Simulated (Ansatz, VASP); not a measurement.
**One calculation of CsP2, two programs**

File INCAR:

```
SYSTEM = CsP2
PREC     = Accurate       ! precision mode
ENCUT    = 600            ! plane-wave cutoff, eV
EDIFF    = 1E-6           ! SCF threshold, eV
ISMEAR   = 0              ! smearing method
SIGMA    = 0.1            ! smearing width, eV
LREAL    = .FALSE.        ! projectors in reciprocal space
LASPH    = .TRUE.         ! aspherical terms in the spheres
NELM     = 60             ! most SCF steps
ALGO     = Normal         ! electronic algorithm
ISIF     = 3              ! what is computed and relaxed
LWAVE    = .FALSE.        ! write WAVECAR
LCHARG   = .FALSE.        ! write CHGCAR
GGA      = PE             ! functional
IBRION   = 2              ! ionic algorithm
NSW      = 90             ! ionic steps
EDIFFG   = -0.04          ! ionic threshold
```

Contents of KPOINTS:

```
Automatic mesh
0
G
  4 4 4
  0 0 0
```

POSCAR

```
CsP2
1.0
    0.0000000000      3.3946365317      3.3946365317
    3.3946365317      0.0000000000      3.3946365317
    3.3946365317      3.3946365317      0.0000000000
Cs P
1 2
Direct
    0.0000000000      0.0000000000      0.0000000000
    0.2500000000      0.2500000000      0.2500000000
    0.7500000000      0.7500000000      0.7500000000
```

Input for Ansatz:

```yaml
crystal:
  lattice:
    - [0.0, 3.3946365317, 3.3946365317]
    - [3.3946365317, 0.0, 3.3946365317]
    - [3.3946365317, 3.3946365317, 0.0]
  atoms:
    - { symbol: Cs, position: [0.0, 0.0, 0.0] }
    - { symbol: P, position: [0.25, 0.25, 0.25] }
    - { symbol: P, position: [0.75, 0.75, 0.75] }
basis:
  ecutwfc: 420
kpoints:
  mp_grid: { grid: [4, 4, 4] }
hamiltonian:
  xc: pbe
scf:
  occupations: { method: gaussian, width: 0.1 }
  lower_state_search: "off"
output:
  forces: true
  stress: true
  eigenvalues: true
relax:
  adjacent_minimum: "off"
  f_tol: 0.04
  max_steps: 70
  cell: { stress_tol: 0.4 }
```

Alike in both runs: task relaxation of cell and atoms; functional PBE; k mesh 4 × 4 × 4; occupations gaussian, width 0.1 eV; no spin polarisation.

```csv
,VASP,Ansatz
version,VASP 6.6.1,Ansatz 0.2.0
potentials or method,"VASP PAW PBE potentials, release 64 (Cs_sv, P), cutoff 600 eV","scalar-relativistic, plane waves, PAW"
valence electrons in the cell,19,19
```

```tsv
	VASP	Ansatz	Ansatz less VASP
gap on the k mesh at the Fermi level, each at its own relaxed structure (eV)	none	none	-
relaxed volume (Å³/atom)	35.01	34.01	-1.001
relaxed cell length with the largest relative difference (Å)	5.296	5.245	-0.0509
```

A gap of «none» marks a metal or a gap that the smearing closes.

The k mesh is coarse, so the values compare programs but aren't converged. Spin-orbit coupling is off throughout. Noted on VASP's run: the volume moved by over 15 % at a fixed basis, so the end points are rough.
